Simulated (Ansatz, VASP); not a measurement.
## Two plane-wave programs on BP

POSCAR

```
BP
1.0
    0.0000000000      2.2456325122      2.2775840145
    2.2456325122      0.0000000000      2.2775840145
    2.2456325122      2.2456325122      0.0000000000
B P
1 1
Direct
    0.0000000000      0.0000000000      0.0000000000
    0.2500000000      0.2500000000      0.2500000000
```

The input INCAR.step1:

```
SYSTEM = BP
PREC = Accurate ; ENCUT = 520
EDIFF = 1E-5 ; ISMEAR = 0
SIGMA = 0.01 ; LREAL = .FALSE.
LASPH = .TRUE. ; NELM = 100
ALGO = Normal ; ISIF = 2
LWAVE = .TRUE. ; GGA = PE
NBANDS = 11
```

Contents of INCAR.step2:

```
SYSTEM = BP
PREC = Accurate ; ENCUT = 520
EDIFF = 1E-6 ; ISMEAR = 0
SIGMA = 0.01 ; LREAL = .FALSE.
LASPH = .TRUE. ; NELM = 100
ALGO = Normal ; ISIF = 2
LWAVE = .FALSE. ; LCHARG = .TRUE.
GGA = PE ; LHFCALC = .TRUE.
HFSCREEN = 0.2079 ; PRECFOCK = Normal
LELF = .TRUE. ; LVHAR = .TRUE.
ISTART = 1 ; NBANDS = 11
```

The input KPOINTS:

```
regular mesh
0
G
  6 6 6
  0 0 0
```

Input for Ansatz:

```yaml
crystal:
  lattice:
    - [0.0, 2.2456325122, 2.2775840145]
    - [2.2456325122, 0.0, 2.2775840145]
    - [2.2456325122, 2.2456325122, 0.0]
  atoms:
    - { symbol: B, position: [0.0, 0.0, 0.0] }
    - { symbol: P, position: [0.25, 0.25, 0.25] }
kpoints:
  mp_grid: { grid: [6, 6, 6] }
  band_path:
    path:
      - [0.0, 0.0, 0.0]
      - [-0.5, -0.5, 0.0]
      - [-0.375, -0.375, 0.25]
      - [-0.375, 0.0, 0.375]
      - [0.0, 0.0, 0.5]
      - [-0.5, -0.25, 0.25]
      - [0.0, 0.414062, 0.414062]
    npoints: 1
hamiltonian:
  xc: hse06
scf:
  occupations: { method: fixed }
  n_extra_bands: 4
output:
  forces: true
  stress: true
  eigenvalues: true
```

Change from the starting cell: epitaxial_xy strain -1.0%.

Alike in both runs: task single point; functional HSE06; k mesh 6 × 6 × 6; no spin polarisation.

|  | VASP | Ansatz |
| --- | --- | --- |
| version | VASP 6.6.1 | Ansatz 0.2.0 |
| potentials or method | VASP PAW PBE potentials, release 64 (B, P) | plane waves, PAW |
| plane-wave cutoff (eV) | 520 | 420 |
| occupations | gaussian, width 0.01 eV | fixed |
| valence electrons in the cell | 8 | 8 |

```tsv
	VASP	Ansatz	Ansatz less VASP
gap on the k mesh at the Fermi level (eV)	1.92	1.93	+0.005
pressure (GPa)	0.9	1.5	+0.59
traceless stress, the component that is largest in VASP (GPa)	-2.78	-2.77	+0.008
```

Ansatz's warnings: stress exchange threshold loose, stress scf threshold loose.
